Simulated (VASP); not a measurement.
# Mg2Sn (Fm-3m) in VASP: a series of runs

Runs on Mg2Sn. Level: PBE. Tasks: single point.

Everything below comes from runs of VASP 6.6.1. Logs are shortened: lines on timing, memory, paths and dates and some standing lists are left out, and cuts for length are marked.

## Step 1: The cell of the first run

It takes space group Fm-3m (No. 225, cubic). The conventional cell has a = 6.781 Å, b = 6.781 Å, c = 6.781 Å, α = 90.00°, β = 90.00°, γ = 90.00°. Mg (site symmetry -43m) has 4 Sn at 2.94 Å and 6 Mg at 3.39 Å within 3.9 Å. Sn (site symmetry m-3m) has 8 Mg at 2.94 Å within 3.9 Å.

## Step 2: Single point, PBE

INCAR reads:

```
PREC = Accurate ; ENCUT = 600
EDIFF = 1E-6 ; ISMEAR = 0
SIGMA = 0.05 ; LREAL = False
LASPH = True ; NELM = 120
ALGO = Normal ; ISIF = 2
LWAVE = False ; LCHARG = False
GGA = PE ; NBANDS = 16
GGA_COMPAT = False
```

KPOINTS reads:

```
regular mesh
0
Gamma
  10 10 10
```

POSCAR reads:

```
Mg2Sn
1.0
    0.0000000000      3.3907276572      3.3907276572
    3.3907276572      0.0000000000      3.3907276572
    3.3907276572      3.3907276572      0.0000000000
Mg Sn
2 1
Direct
    0.2500000000      0.2500000000      0.2500000000
    0.7500000000      0.7500000000      0.7500000000
    0.0000000000      0.0000000000      0.0000000000
```

Potentials or basis: VASP PAW PBE potentials, release 64 (Mg, Sn_d).

Run with:

```sh
$ cat potpaw_PBE.64/Mg/POTCAR potpaw_PBE.64/Sn_d/POTCAR > POTCAR
$ mpirun -np 1 vasp_std > vasp.out
```

OUTCAR:

```text
PREC = Accurate
   ENCUT = 600
   EDIFF = 1E-6
   ISMEAR = 0
   LREAL = False
   LASPH = True
   NELM = 120
   ISIF = 2
   GGA = PE

 ion  position               nearest neighbor table
   1  0.250  0.250  0.250-   3 2.94   3 2.94   3 2.94   3 2.94   2 3.39   2 3.39   2 3.39   2 3.39
                             2 3.39   2 3.39
   2  0.750  0.750  0.750-   3 2.94   3 2.94   3 2.94   3 2.94   1 3.39   1 3.39   1 3.39   1 3.39
                             1 3.39   1 3.39
   3  0.000  0.000  0.000-   2 2.94   2 2.94   2 2.94   1 2.94   2 2.94   1 2.94   1 2.94   1 2.94

  LATTYP: Found a face centered cubic cell.
 ALAT       =     6.7814553144

  Lattice vectors:

 A1 = (   0.0000000000,   3.3907276572,   3.3907276572)
 A2 = (   3.3907276572,   0.0000000000,   3.3907276572)
 A3 = (   3.3907276572,   3.3907276572,   0.0000000000)

Analysis of symmetry for initial positions (statically):
=====================================================================
 Subroutine PRICEL returns:
 Original cell was already a primitive cell.

 Routine SETGRP: Setting up the symmetry group for a
 face centered cubic supercell.

 Subroutine GETGRP returns: Found 48 space group operations
 (whereof 48 operations were pure point group operations)
 out of a pool of 48 trial point group operations.

The static configuration has the point symmetry O_h .

Analysis of symmetry for dynamics (positions and initial velocities):
=====================================================================
 Subroutine PRICEL returns:
 Original cell was already a primitive cell.

 Routine SETGRP: Setting up the symmetry group for a
 face centered cubic supercell.

 Subroutine GETGRP returns: Found 48 space group operations
 (whereof 48 operations were pure point group operations)
 out of a pool of 48 trial point group operations.

The dynamic configuration has the point symmetry O_h .

 Subroutine INISYM returns: Found 48 space group operations
 (whereof 48 operations are pure point group operations),
 and found     1 'primitive' translations

----------------------------------------------------------------------------------------

                                     Primitive cell

  volume of cell :      77.9666

  direct lattice vectors                    reciprocal lattice vectors
     0.000000000  3.390727657  3.390727657    -0.147460973  0.147460973  0.147460973
     3.390727657  0.000000000  3.390727657     0.147460973 -0.147460973  0.147460973
     3.390727657  3.390727657  0.000000000     0.147460973  0.147460973 -0.147460973
[... 89 lines left out ...]
   NSW    =      0    number of steps for IOM
   IBRION =     -1    ionic relax: 0-MD 1-quasi-New 2-CG
   NFREE  =      0    steps in history (QN), initial steepest desc. (CG)
   ISIF   =      2    stress and relaxation
   ISYM   =      2    0-nonsym 1-usesym 2-fastsym
   POTIM  = 0.5000    time-step for ionic-motion
   TEBEG  =    0.0;   TEEND  =   0.0 temperature during run
   PSTRESS=    0.0 pullay stress
   NELECT =      18.0000    total number of electrons
   NUPDOWN=      -1.0000    fix difference up-down
   EMIN   =  10.00;   EMAX   =-10.00  energy-range for DOS
   EFERMI =   0.00;   METHOD = LEGACY
   ISMEAR =     0;   SIGMA  =   0.05  broadening in eV -4-tet -1-fermi 0-gaus
   EFERMI_NEDOS =   21; number of points for ismear=-14 and -15
   IALGO  =     38    algorithm
   IMIX   =      4    mixing-type and parameters
     AMIX     =   0.40;   BMIX     =  1.00
     AMIX_MAG =   1.60;   BMIX_MAG =  1.00
  volume/ion in A,a.u.               =      25.99       175.38
  Fermi-wavevector in a.u.,A,eV,Ry     =   1.004298  1.897849 13.723043  1.008615
  Thomas-Fermi vector in A             =   2.136905
   LORBIT       =      0    0 simple, 1 ext, 2 COOP (PROOUT), +10 PAW based schemes
   GGA     = PE    functional components
   LHFCALC =     F    Hartree Fock is set to
   AEXX    =    0.0000 exact exchange contribution
   IVDW    =     0    specifies the selected vdW correction
   LEPSILON=     F    determine dielectric tensor
   LRPA    =     F    only Hartree local field effects (RPA)
 non-spin polarized calculation
 Gauss-broadening in eV      SIGMA  =   0.05
  energy-cutoff  :      600.00
  volume of cell :       77.97
 maximum number of plane-waves:      2653
 NGX is ok and might be reduce to    40
   NGX = 19   NGY = 19   NGZ = 19

 number of electron      18.0000003 magnetization

 Free energy of the ion-electron system (eV)
  ---------------------------------------------------
  ext. energy  EPLUGINS =         0.00000000
  ---------------------------------------------------
  free energy    TOTEN  =        -7.43189465 eV

  energy without entropy =       -7.43140574  energy(sigma->0) =       -7.43165020

 E-fermi :   4.1606     XC(G=0):  -8.7268

 val. band max:        4.1314637550   @ k =  -0.1000   0.1000   0.0000
 cond. band min:       4.1659859956   @ k =   0.4000   0.4000   0.0000
 fundamental gap:      0.0345222407
 Fermi energy:         4.1605846625

 k-point     1 :       0.0000    0.0000    0.0000
  band No.  band energies     occupation
      1     -16.7526      2.00000
      2     -16.7526      2.00000
      3     -16.7526      2.00000
      4     -16.7149      2.00000
      5     -16.7149      2.00000
      6      -4.8508      2.00000
[... 433 lines left out ...]
      3     -16.7475      2.00000
      4     -16.7164      2.00000
      5     -16.7127      2.00000
      6      -3.6341      2.00000
[... 8 lines left out ...]
     15      11.3934      0.00000
     16      11.9823      0.00000

 [... further k-points ...]

------------------------ aborting loop because EDIFF is reached ----------------------------------------

  FORCE on cell =-STRESS in cart. coord.  units (eV):
  Direction    XX          YY          ZZ          XY          YZ          ZX
  --------------------------------------------------------------------------------------
  -------------------------------------------------------------------------------------
  Total        0.3004873      0.3004873      0.3004873      0.0000000      0.0000000     -0.0000000
  in kB        6.1748722      6.1748722      6.1748722      0.0000000      0.0000000     -0.0000000
  external PRESSURE =       6.1748722 kB  Pullay stress =       0.0000000 kB

 VOLUME and BASIS-vectors are now :
 -----------------------------------------------------------------------------
  energy-cutoff  :      600.00
  volume of cell :       77.97
      direct lattice vectors                 reciprocal lattice vectors
     0.000000000  3.390727657  3.390727657    -0.147460973  0.147460973  0.147460973
     3.390727657  0.000000000  3.390727657     0.147460973 -0.147460973  0.147460973
     3.390727657  3.390727657  0.000000000     0.147460973  0.147460973 -0.147460973

 POSITION                                       TOTAL-FORCE (eV/Angst)
 -----------------------------------------------------------------------------------
      1.69536      1.69536      1.69536        -0.000000     -0.000000     -0.000000
      5.08609      5.08609      5.08609         0.000000      0.000000      0.000000
      0.00000      0.00000      0.00000        -0.000000      0.000000     -0.000000
 -----------------------------------------------------------------------------------
    total drift:                               -0.000000      0.000000     -0.000000

  FREE ENERGIE OF THE ION-ELECTRON SYSTEM (eV)
  ---------------------------------------------------
  free  energy   TOTEN  =        -7.4318946496 eV

  energy  without entropy=       -7.4314057424  energy(sigma->0) =       -7.43165020
```

It took 2.6 min on 1 thread of Intel Xeon 8259CL, shared host; peak memory 0.28 GiB.

Results:

```yaml
Free_energy: -7.4319 eV
Pressure: 0.6 GPa
Band_gap_on_the_k_mesh: zero (bands 9 and 10 overlap by 0.17 eV)
```

Levels at points of the mesh, in eV from the Fermi level:
```
           k point  band 5  band 6  band 7  band 8  band 9  band 10  band 11  band 12  band 13  band 14
(0.00, 0.00, 0.00)  -20.88   -9.01    0.06    0.06    0.06     1.42     2.19     2.19     2.19     4.02
(0.50, 0.00, 0.00)  -20.87   -7.76   -4.73   -0.77   -0.77     0.68     2.26     2.26     3.99     6.92
(0.50, 0.50, 0.00)  -20.87   -7.26   -4.52   -2.04   -2.04    -0.12     0.23     7.23     7.23     7.46
```

Caveat: spin-orbit coupling is left out, which moves the levels of the heavy elements.

## Step 3: Single point, PBE (26.10 Å³/atom)

This run uses another cell than the first one, of 26.10 Å³/atom.

INCAR reads:

```
PREC     = Accurate       # precision mode
ENCUT    = 600            # plane-wave cutoff, eV
EDIFF    = 1E-6           # SCF threshold, eV
ISMEAR   = 0              # smearing method
SIGMA    = 0.05           # smearing width, eV
LREAL    = F              # projectors in reciprocal space
LASPH    = T              # aspherical terms in the spheres
NELM     = 120            # most SCF steps
ALGO     = Normal         # electronic algorithm
ISIF     = 2              # what is computed and relaxed
LWAVE    = F              # write WAVECAR
LCHARG   = T              # write CHGCAR
GGA      = PE             # functional
LELF     = T              # ELF
LVHAR    = T            
NBANDS   = 16             # bands
GGA_COMPAT= F
```

KPOINTS is that of step 2.

POSCAR reads:

```
Mg2Sn
1.0
    0.0000000000      3.3955259249      3.3955259249
    3.3955259249      0.0000000000      3.3955259249
    3.3955259249      3.3955259249      0.0000000000
Mg Sn
2 1
Direct
    0.2500000000      0.2500000000      0.2500000000
    0.7500000000      0.7500000000      0.7500000000
    0.0000000000      0.0000000000      0.0000000000
```

Potentials or basis: VASP PAW PBE potentials, release 64 (Mg, Sn_d).

Run with:

```sh
$ cat potpaw_PBE.64/Mg/POTCAR potpaw_PBE.64/Sn_d/POTCAR > POTCAR
$ mpirun -np 1 vasp_std > vasp.out
```

OUTCAR:

```text
PREC = Accurate
   ENCUT = 600
   EDIFF = 1E-6
   ISMEAR = 0
   LREAL = F
   LASPH = T
   NELM = 120
   ISIF = 2
   GGA = PE

 ion  position               nearest neighbor table
   1  0.250  0.250  0.250-   3 2.94   3 2.94   3 2.94   3 2.94   2 3.40   2 3.40   2 3.40   2 3.40
                             2 3.40   2 3.40
   2  0.750  0.750  0.750-   3 2.94   3 2.94   3 2.94   3 2.94   1 3.40   1 3.40   1 3.40   1 3.40
                             1 3.40   1 3.40
   3  0.000  0.000  0.000-   1 2.94   2 2.94   2 2.94   2 2.94   2 2.94   1 2.94   1 2.94   1 2.94

[... 653 lines left out ...]
  FORCE on cell =-STRESS in cart. coord.  units (eV):
  Direction    XX          YY          ZZ          XY          YZ          ZX
  --------------------------------------------------------------------------------------
  -------------------------------------------------------------------------------------
  Total        0.2129932      0.2129932      0.2129932      0.0000000      0.0000000     -0.0000000
  in kB        4.3583800      4.3583800      4.3583800      0.0000000      0.0000000     -0.0000000
  external PRESSURE =       4.3583800 kB  Pullay stress =       0.0000000 kB

 VOLUME and BASIS-vectors are now :
 -----------------------------------------------------------------------------
  energy-cutoff  :      600.00
  volume of cell :       78.30
      direct lattice vectors                 reciprocal lattice vectors
     0.000000000  3.395525925  3.395525925    -0.147252594  0.147252594  0.147252594
     3.395525925  0.000000000  3.395525925     0.147252594 -0.147252594  0.147252594
     3.395525925  3.395525925  0.000000000     0.147252594  0.147252594 -0.147252594

 POSITION                                       TOTAL-FORCE (eV/Angst)
 -----------------------------------------------------------------------------------
      1.69776      1.69776      1.69776         0.000000      0.000000      0.000000
      5.09329      5.09329      5.09329        -0.000000      0.000000     -0.000000
      0.00000      0.00000      0.00000         0.000000     -0.000000     -0.000000
 -----------------------------------------------------------------------------------
    total drift:                               -0.000000      0.000000      0.000000

  FREE ENERGIE OF THE ION-ELECTRON SYSTEM (eV)
  ---------------------------------------------------
  free  energy   TOTEN  =        -7.4327921756 eV

  energy  without entropy=       -7.4322820949  energy(sigma->0) =       -7.43253714
```

OSZICAR:

```text
N       E                     dE             d eps       ncg     rms          rms(c)
DAV:   1     0.989871316272E+02    0.98987E+02   -0.89522E+03  1512   0.127E+03
DAV:   2     0.327230372473E+00   -0.98660E+02   -0.95634E+02  1608   0.314E+02
DAV:   3    -0.751283978294E+01   -0.78401E+01   -0.78031E+01  2016   0.767E+01
DAV:   4    -0.771857117984E+01   -0.20573E+00   -0.20571E+00  1744   0.132E+01
DAV:   5    -0.772740797321E+01   -0.88368E-02   -0.88365E-02  2280   0.251E+00    0.320E+00
DAV:   6    -0.749292929431E+01    0.23448E+00   -0.21281E-01  1856   0.187E+00    0.177E+00
DAV:   7    -0.743106162660E+01    0.61868E-01   -0.19073E-01  1880   0.256E+00    0.463E-01
DAV:   8    -0.743258415391E+01   -0.15225E-02   -0.16945E-02  1904   0.145E+00    0.194E-01
DAV:   9    -0.743281090288E+01   -0.22675E-03   -0.15995E-03  1968   0.452E-01    0.489E-02
DAV:  10    -0.743278024638E+01    0.30656E-04   -0.16504E-04  1832   0.798E-02    0.222E-02
DAV:  11    -0.743279225156E+01   -0.12005E-04   -0.83101E-05  1648   0.733E-02    0.161E-02
DAV:  12    -0.743279217557E+01    0.75994E-07   -0.27528E-06  1904   0.142E-02
   1 F= -.74327922E+01 E0= -.74325371E+01  d E =-.510081E-03
```

stdout:

```text
POSCAR found type information on POSCAR MgSn
 POSCAR found :  2 types and       3 ions
 scaLAPACK will be used
 LDA part: xc-table for (Slater+PW92), standard interpolation
 POSCAR, INCAR and KPOINTS ok, starting setup
 FFT: planning ... GRIDC
 FFT: planning ... GRID_SOFT
 FFT: planning ... GRID
 WAVECAR not read
 entering main loop
```

It took 2.7 min on 1 thread of Intel Xeon 8259CL, shared host; peak memory 0.28 GiB.

Results:

- Free energy: -7.4328 eV
- Pressure: 0.4 GPa
- Band gap on the k mesh: zero (bands 9 and 10 overlap by 0.18 eV)

Levels at points of the mesh, in eV from the Fermi level:
```csv
k point,band 6,band 7,band 8,band 9,band 10,band 11,band 12,band 13
"(0.00, 0.00, 0.00)",-8.99,0.06,0.06,0.06,1.40,2.18,2.18,2.18
"(0.50, 0.00, 0.00)",-7.75,-4.71,-0.77,-0.77,0.67,2.26,2.26,3.98
"(0.50, 0.50, 0.00)",-7.25,-4.50,-2.03,-2.03,-0.12,0.23,7.21,7.21
```

Caveat: spin-orbit coupling is left out, which moves the levels of the heavy elements.

[end of part 1 of 2]
